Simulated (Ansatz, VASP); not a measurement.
**One calculation of Al2Au, two programs**

```
Al Au
1.0
    -3.10624    3.10624    2.67345
     3.10624   -3.10624    2.67345
     3.10624    3.10624   -2.67345
Al Au
4 2
Cartesian
  4.0379 0.9316 0.0000
  2.1746 0.9316 2.6735
  -0.9316 2.1746 2.6735
  0.9316 2.1746 0.0000
  0.0000 0.0000 4.0102
  0.0000 0.0000 1.3367
```

Alike in both runs: functional PBEsol; k mesh 10 × 10 × 10; occupations gaussian, width 0.1 eV; no spin polarisation.

Ansatz relaxed the structure, and its values are those at the end. VASP's run is a single point on that final structure, the one shown.

|  | VASP | Ansatz |
| --- | --- | --- |
| version | VASP 6.6.1 | Ansatz 0.2.0 |
| potentials or method | VASP PAW PBE potentials, release 64 (Al, Au), cutoff 520 eV | scalar-relativistic, plane waves, PAW |
| valence electrons in the cell | 34 | 50 |

|  | VASP | Ansatz | Ansatz less VASP |
| --- | --- | --- | --- |
| gap on the k mesh at the Fermi level (eV) | none | none | - |
| pressure (GPa) | -0.2 | 0.0 | +0.17 |
| rms of the force components (eV/Å) | 0.003 | 0.003 | -0.0001 |

VASP's potentials were made for PBE, not for PBEsol. A gap of «none» marks a metal or a gap that the smearing closes. With one functional, cell and mesh, what is left measures potentials, basis and numerics. VASP's potentials hold 34 valence electrons a cell and Ansatz's 50, so a difference there can come from the potentials and not from the codes.

Neither program's run includes spin-orbit coupling.
